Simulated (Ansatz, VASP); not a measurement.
**InSe in VASP and in Ansatz**

```xyz
4
Lattice="-2.9157 0.0031 -2.9090 -2.9159 -2.9162 0.0032 -6.1870 3.2791 3.2738" Properties=species:S:1:pos:R:3 pbc="T T T"
In   -6.0089    0.1831    0.1845
In   -5.8330   -2.9158   -2.9060
Se   -3.1697    0.2550    0.2575
Se   -8.8479    0.1134    0.1103
```

Change from the starting cell: cell x2, atoms moved at random (sigma 0.1 Å) and cell strained at random (1.5 %), then relaxed without symmetry.

Alike in both runs: functional PBE; k mesh 6 × 6 × 6; occupations gaussian, width 0.2 eV; no spin polarisation.

Ansatz relaxed the structure, and its values are those at the end. VASP's run is a single point on that final structure, the one shown.

```csv
,VASP,Ansatz
version,VASP 6.6.1,Ansatz 0.2.0
potentials or method,"VASP PAW PBE potentials, release 64 (In_d, Se), cutoff 520 eV","scalar-relativistic, plane waves, PAW"
valence electrons in the cell,38,58
```

|  | VASP | Ansatz | Ansatz less VASP |
| --- | --- | --- | --- |
| gap on the k mesh at the Fermi level (eV) | none | none | - |
| pressure (GPa) | 0.0 | 0.0 | -0.01 |
| rms of the force components (eV/Å) | 0.004 | 0.004 | -0.0006 |

A gap of «none» marks a metal or a gap that the smearing closes. VASP's potentials hold 38 valence electrons a cell and Ansatz's 58, so a difference there can come from the potentials and not from the codes.
